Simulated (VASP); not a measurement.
# LiF (P6_3mc) in VASP: a series of runs

Runs on LiF. Level: LDA. Tasks: single point.

All numbers are computed with VASP 6.6.1; they aren't measurements. Logs are shortened: lines on timing, memory, paths and dates and some standing lists are left out, and cuts for length are marked.

## Step 1: The cell of the first run

Symmetry: P6_3mc, No. 186, hexagonal system. Conventional cell: a = 2.989 Å, b = 2.989 Å, c = 4.941 Å, α = 90.00°, β = 90.00°, γ = 120.00°. Li (site symmetry 3m) has 4 F at 1.81 to 1.94 Å within 2.4 Å. F (site symmetry 3m) has 4 Li at 1.81 to 1.94 Å within 2.4 Å.

## Step 2: Single point, LDA (9.56 Å³/atom)

INCAR reads:

```
SYSTEM = LiF
PREC = Accurate
ENCUT = 520
EDIFF = 1E-6
ISMEAR = 0
SIGMA = 0.05
LREAL = .False.
LASPH = .True.
NELM = 100
ALGO = Normal
ISIF = 2
LWAVE = .False.
LCHARG = .False.
NBANDS = 18
```

KPOINTS reads:

```
Automatic mesh
0
Gamma
  9 9 6
  0 0 0
```

POSCAR reads:

```
LiF
1.0
    2.9891653228      0.0000000000      0.0000000000
   -1.4945826614      2.5886931057      0.0000000000
    0.0000000000      0.0000000000      4.9407913621
Li F
2 2
Direct
    0.3333333333      0.6666666667      0.3839784076
    0.6666666667      0.3333333333      0.8839784076
    0.3333333333      0.6666666667      0.9910195924
    0.6666666667      0.3333333333      0.4910195924
```

Potentials or basis: VASP PAW LDA potentials, release 64 (Li_sv, F).

Launch:

```sh
$ cat potpaw_LDA.64/Li_sv/POTCAR potpaw_LDA.64/F/POTCAR > POTCAR
$ mpirun -np 1 vasp_std > vasp.out
```

OUTCAR:

```text
SYSTEM = LiF
   PREC = Accurate
   ENCUT = 520
   EDIFF = 1E-6
   ISMEAR = 0
   LREAL = .False.
   LASPH = .True.
   NELM = 100
   ISIF = 2

 ion  position               nearest neighbor table
   1  0.333  0.667  0.384-   4 1.81   4 1.81   4 1.81   3 1.94
   2  0.667  0.333  0.884-   3 1.81   3 1.81   3 1.81   4 1.94
   3  0.333  0.667  0.991-   2 1.81   2 1.81   2 1.81   1 1.94
   4  0.667  0.333  0.491-   1 1.81   1 1.81   1 1.81   2 1.94

  LATTYP: Found a hexagonal cell.
 ALAT       =     2.9891653228
 C/A-ratio  =     1.6529000000

  Lattice vectors:

 A1 = (   2.9891653228,   0.0000000000,   0.0000000000)
 A2 = (  -1.4945826614,   2.5886931057,   0.0000000000)
 A3 = (   0.0000000000,   0.0000000000,   4.9407913621)

Analysis of symmetry for initial positions (statically):
=====================================================================
 Subroutine PRICEL returns:
 Original cell was already a primitive cell.

 Routine SETGRP: Setting up the symmetry group for a
 hexagonal supercell.

 Subroutine GETGRP returns: Found 12 space group operations
 (whereof  6 operations were pure point group operations)
 out of a pool of 24 trial point group operations.

The static configuration has the point symmetry C_3v.
 The point group associated with its full space group is C_6v.

Analysis of symmetry for dynamics (positions and initial velocities):
=====================================================================
 Subroutine PRICEL returns:
 Original cell was already a primitive cell.

 Routine SETGRP: Setting up the symmetry group for a
 hexagonal supercell.

 Subroutine GETGRP returns: Found 12 space group operations
 (whereof  6 operations were pure point group operations)
 out of a pool of 24 trial point group operations.

The dynamic configuration has the point symmetry C_3v.
 The point group associated with its full space group is C_6v.

 Subroutine INISYM returns: Found 12 space group operations
 (whereof  6 operations are pure point group operations),
 and found     1 'primitive' translations

----------------------------------------------------------------------------------------

                                     Primitive cell

  volume of cell :      38.2320

  direct lattice vectors                    reciprocal lattice vectors
     2.989165323  0.000000000  0.000000000     0.334541550  0.193147654  0.000000000
    -1.494582661  2.588693106  0.000000000     0.000000000  0.386295308  0.000000000
     0.000000000  0.000000000  4.940791362     0.000000000  0.000000000  0.202396727

  length of vectors
     2.989165323  2.989165323  4.940791362     0.386295308  0.386295308  0.202396727

  position of ions in fractional coordinates (direct lattice)
     0.333333333  0.666666667  0.383978408
     0.666666667  0.333333333  0.883978408
     0.333333333  0.666666667  0.991019592
     0.666666667  0.333333333  0.491019592

  ion indices of the primitive-cell ions
   primitive index   ion index
                 1           1
                 2           2
                 3           3
                 4           4

----------------------------------------------------------------------------------------

 KPOINTS: Automatic mesh

Automatic generation of k-mesh.
 Grid dimensions read from file:
 generate k-points for:    9    9    6

 Generating k-lattice:

  Cartesian coordinates                     Fractional coordinates (reciprocal lattice)
     0.037171283  0.021460850  0.000000000     0.111111111 -0.000000000  0.000000000
     0.000000000  0.042921701  0.000000000     0.000000000  0.111111111  0.000000000
     0.000000000  0.000000000  0.033732788     0.000000000  0.000000000  0.166666667

  Length of vectors
     0.042921701  0.042921701  0.033732788

  Shift w.r.t. Gamma in fractional coordinates (k-lattice)
     0.000000000  0.000000000  0.000000000

 Subroutine IBZKPT returns following result:
 ===========================================

 Found     48 irreducible k-points:

 Following reciprocal coordinates:
            Coordinates               Weight
  0.000000  0.000000  0.000000      1.000000
  0.111111 -0.000000  0.000000      6.000000
  0.222222 -0.000000  0.000000      6.000000
  0.333333 -0.000000  0.000000      6.000000
  0.444444 -0.000000  0.000000      6.000000
  0.111111  0.111111  0.000000      6.000000
[... 16 lines left out ...]
  0.333333  0.222222  0.166667     24.000000
  0.333333  0.333333  0.166667      4.000000
 [... further k-points ...]
   k-points           NKPTS =     48   k-points in BZ     NKDIM =     48   number of bands    NBANDS=     18
   number of dos      NEDOS =    301   number of ions     NIONS =      4
   total plane-waves  NPLWV =  23040
   dimension x,y,z NGX =    24 NGY =   24 NGZ =   40
   dimension x,y,z NGXF=    48 NGYF=   48 NGZF=   80
   ions per type =               2   2
   NGX,Y,Z   is equivalent  to a cutoff of  13.35, 13.35, 13.46 a.u.
   NGXF,Y,Z  is equivalent  to a cutoff of  26.70, 26.70, 26.92 a.u.
 SYSTEM =  LiF
   PREC   = accura    normal or accurate (medium, high low for compatibility)
   ISTART =      0    job   : 0-new  1-cont  2-samecut
   ICHARG =      2    charge: 1-file 2-atom 10-const
   ISPIN  =      1    spin polarized calculation?
   LNONCOLLINEAR =      F non collinear calculations
   LSORBIT =      F    spin-orbit coupling
   LASPH  =      T    aspherical Exc in radial PAW
   ENCUT  =  520.0 eV  38.22 Ry    6.18 a.u.   5.56  5.56  9.19*2*pi/ulx,y,z
   NELM   =    100;   NELMIN=  2; NELMDL= -5     # of ELM steps
   EDIFF  = 0.1E-05   stopping-criterion for ELM
   LREAL  =      F    real-space projection
   EDIFFG = 0.1E-04   stopping-criterion for IOM
   NSW    =      0    number of steps for IOM
   IBRION =     -1    ionic relax: 0-MD 1-quasi-New 2-CG
   NFREE  =      0    steps in history (QN), initial steepest desc. (CG)
   ISIF   =      2    stress and relaxation
   ISYM   =      2    0-nonsym 1-usesym 2-fastsym
   POTIM  = 0.5000    time-step for ionic-motion
   TEBEG  =    0.0;   TEEND  =   0.0 temperature during run
   PSTRESS=    0.0 pullay stress
   NELECT =      20.0000    total number of electrons
   NUPDOWN=      -1.0000    fix difference up-down
   EMIN   =  10.00;   EMAX   =-10.00  energy-range for DOS
   EFERMI =   0.00;   METHOD = LEGACY
   ISMEAR =     0;   SIGMA  =   0.05  broadening in eV -4-tet -1-fermi 0-gaus
   EFERMI_NEDOS =   21; number of points for ismear=-14 and -15
   IALGO  =     38    algorithm
   IMIX   =      4    mixing-type and parameters
     AMIX     =   0.40;   BMIX     =  1.00
     AMIX_MAG =   1.60;   BMIX_MAG =  1.00
  volume/ion in A,a.u.               =       9.56        64.50
  Fermi-wavevector in a.u.,A,eV,Ry     =   1.319094  2.492727 23.674268  1.740010
  Thomas-Fermi vector in A             =   2.449017
   LORBIT       =      0    0 simple, 1 ext, 2 COOP (PROOUT), +10 PAW based schemes
   GGA     = CA    functional components
   LHFCALC =     F    Hartree Fock is set to
   AEXX    =    0.0000 exact exchange contribution
   IVDW    =     0    specifies the selected vdW correction
   LEPSILON=     F    determine dielectric tensor
   LRPA    =     F    only Hartree local field effects (RPA)
 non-spin polarized calculation
 Gauss-broadening in eV      SIGMA  =   0.05
  energy-cutoff  :      520.00
  volume of cell :       38.23
 maximum number of plane-waves:      1056
 NGX is ok and might be reduce to    24
   NGX = 11   NGY = 11   NGZ = 19

 number of electron      20.0000025 magnetization

 Free energy of the ion-electron system (eV)
  ---------------------------------------------------
  ext. energy  EPLUGINS =         0.00000000
  ---------------------------------------------------
  free energy    TOTEN  =       -20.76854311 eV

  energy without entropy =      -20.76854311  energy(sigma->0) =      -20.76854311

 E-fermi :  -2.3977     XC(G=0):  -9.7174

 val. band max:       -2.6319586585   @ k =   0.0000   0.0000   0.0000
 cond. band min:       5.0851707892   @ k =   0.0000   0.0000   0.0000
 fundamental gap:      7.7171294477
 Fermi energy:        -2.3976738718

 k-point     1 :       0.0000    0.0000    0.0000
  band No.  band energies     occupation
      1     -41.7903      2.00000
      2     -41.7436      2.00000
      3     -21.6697      2.00000
      4     -21.4345      2.00000
      5      -4.9621      2.00000
      6      -3.0235      2.00000
[... 10 lines left out ...]
     17      17.2684      0.00000
     18      17.2684      0.00000

 k-point     2 :       0.1111   -0.0000    0.0000
  band No.  band energies     occupation
      1     -41.7845      2.00000
      2     -41.7404      2.00000
      3     -21.6526      2.00000
      4     -21.4301      2.00000
      5      -4.8901      2.00000
      6      -3.1787      2.00000
[... 10 lines left out ...]
     17      17.4469      0.00000
     18      17.4766      0.00000

 k-point     3 :       0.2222   -0.0000    0.0000
  band No.  band energies     occupation
      1     -41.7692      2.00000
      2     -41.7324      2.00000
      3     -21.6062      2.00000
      4     -21.4192      2.00000
      5      -4.7057      2.00000
      6      -3.6137      2.00000
[... 10 lines left out ...]
     17      17.5160      0.00000
     18      17.5687      0.00000

 k-point     4 :       0.3333   -0.0000    0.0000
  band No.  band energies     occupation
      1     -41.7509      2.00000
      2     -41.7243      2.00000
      3     -21.5459      2.00000
      4     -21.4130      2.00000
      5      -4.6000      2.00000
      6      -3.9654      2.00000
[... 10 lines left out ...]
     17      17.1630      0.00000
     18      17.7217      0.00000

 k-point     5 :       0.4444   -0.0000    0.0000
  band No.  band energies     occupation
      1     -41.7375      2.00000
      2     -41.7207      2.00000
      3     -21.4957      2.00000
      4     -21.4192      2.00000
      5      -4.7592      2.00000
      6      -4.0020      2.00000
[... 10 lines left out ...]
     17      16.9595      0.00000
     18      18.1825      0.00000

 k-point     6 :       0.1111    0.1111    0.0000
  band No.  band energies     occupation
      1     -41.7739      2.00000
      2     -41.7347      2.00000
      3     -21.6207      2.00000
      4     -21.4220      2.00000
      5      -4.7569      2.00000
      6      -3.4800      2.00000
[... 10 lines left out ...]
     17      17.6934      0.00000
     18      17.9836      0.00000

 k-point     7 :       0.2222    0.1111    0.0000
  band No.  band energies     occupation
      1     -41.7571      2.00000
      2     -41.7268      2.00000
      3     -21.5672      2.00000
      4     -21.4136      2.00000
      5      -4.5568      2.00000
      6      -3.9988      2.00000
[... 10 lines left out ...]
     17      17.5209      0.00000
     18      18.1556      0.00000

 k-point     8 :       0.3333    0.1111    0.0000
  band No.  band energies     occupation
      1     -41.7409      2.00000
      2     -41.7213      2.00000
      3     -21.5103      2.00000
      4     -21.4144      2.00000
      5      -4.6447      2.00000
      6      -4.1019      2.00000
[... 10 lines left out ...]
     17      16.8234      0.00000
     18      18.3548      0.00000
[... 229 lines left out ...]
     17      17.4199      0.00000
     18      17.9389      0.00000

 k-point    20 :       0.3333    0.1111    0.1667
  band No.  band energies     occupation
      1     -41.7395      2.00000
      2     -41.7225      2.00000
      3     -21.5045      2.00000
      4     -21.4214      2.00000
      5      -4.6175      2.00000
      6      -4.1227      2.00000
[... 10 lines left out ...]
     17      16.9060      0.00000
     18      18.2232      0.00000

 k-point    21 :       0.4444    0.1111    0.1667
  band No.  band energies     occupation
      1     -41.7325      2.00000
      2     -41.7210      2.00000
      3     -21.4766      2.00000
      4     -21.4264      2.00000
      5      -4.7566      2.00000
      6      -4.0924      2.00000
[... 10 lines left out ...]
     17      16.4990      0.00000
     18      18.4315      0.00000

 k-point    22 :       0.2222    0.2222    0.1667
  band No.  band energies     occupation
      1     -41.7408      2.00000
      2     -41.7229      2.00000
      3     -21.5098      2.00000
      4     -21.4197      2.00000
      5      -4.4471      2.00000
      6      -4.3119      2.00000
[... 10 lines left out ...]
     17      17.0698      0.00000
     18      18.5782      0.00000

 k-point    23 :       0.3333    0.2222    0.1667
  band No.  band energies     occupation
      1     -41.7298      2.00000
      2     -41.7208      2.00000
      3     -21.4683      2.00000
      4     -21.4255      2.00000
      5      -4.7244      2.00000
      6      -4.1081      2.00000
[... 10 lines left out ...]
     17      16.3241      0.00000
     18      18.6782      0.00000

 k-point    24 :       0.3333    0.3333    0.1667
  band No.  band energies     occupation
      1     -41.7230      2.00000
      2     -41.7230      2.00000
      3     -21.4403      2.00000
      4     -21.4403      2.00000
      5      -4.7924      2.00000
      6      -3.9354      2.00000
[... 10 lines left out ...]
     17      15.8009      0.00000
     18      18.8348      0.00000

 [... further k-points ...]

------------------------ aborting loop because EDIFF is reached ----------------------------------------

  FORCE on cell =-STRESS in cart. coord.  units (eV):
  Direction    XX          YY          ZZ          XY          YZ          ZX
  --------------------------------------------------------------------------------------
  -------------------------------------------------------------------------------------
  Total        0.1486627      0.1486627     -1.3365086      0.0000000      0.0000000      0.0000000
  in kB        6.2299658      6.2299658    -56.0086792      0.0000000      0.0000000      0.0000000
  external PRESSURE =     -14.5162492 kB  Pullay stress =       0.0000000 kB

 VOLUME and BASIS-vectors are now :
 -----------------------------------------------------------------------------
  energy-cutoff  :      520.00
  volume of cell :       38.23
      direct lattice vectors                 reciprocal lattice vectors
     2.989165323  0.000000000  0.000000000     0.334541550  0.193147654  0.000000000
    -1.494582661  2.588693106  0.000000000     0.000000000  0.386295308  0.000000000
     0.000000000  0.000000000  4.940791362     0.000000000  0.000000000  0.202396727

 POSITION                                       TOTAL-FORCE (eV/Angst)
 -----------------------------------------------------------------------------------
     -0.00000      1.72580      1.89716        -0.000000      0.000000     -0.239223
      1.49458      0.86290      4.36755         0.000000     -0.000000     -0.239223
     -0.00000      1.72580      4.89642        -0.000000     -0.000000      0.239223
      1.49458      0.86290      2.42603         0.000000      0.000000      0.239223
 -----------------------------------------------------------------------------------
    total drift:                                0.000000      0.000000      0.002153

  FREE ENERGIE OF THE ION-ELECTRON SYSTEM (eV)
  ---------------------------------------------------
  free  energy   TOTEN  =       -20.7685431148 eV

  energy  without entropy=      -20.7685431148  energy(sigma->0) =      -20.76854311
```

Run time: 21 s. Hardware: 1 thread of Intel Xeon 8259CL, shared host; peak memory 0.15 GiB.

Results:

```yaml
Free_energy: -20.7685 eV
Largest_force: 0.239 eV/Å
Band_gap_on_the_k_mesh: 7.72 eV
```

Forces in eV/Å, atoms in the order of the input:
```
Li   0.000  0.000 -0.239
Li   0.000  0.000 -0.239
F    0.000  0.000  0.239
F    0.000  0.000  0.239
```

Levels at points of the mesh, in eV from the valence-band top:
```tsv
k point	band 7	band 8	band 9	band 10	band 11	band 12	band 13	band 14
(0.00, 0.00, 0.00)	-0.39	-0.12	-0.12	0.00	7.72	11.70	15.14	18.88
(0.00, 0.00, 0.50)	-0.25	-0.25	-0.25	-0.25	9.38	9.38	17.14	17.14
```

Caveat: the cutoff is under 1.25 times the usual one of these potentials, so pressure, stress and relaxed cells hold a basis-set (Pulay) error.

[end of part 1 of 2]
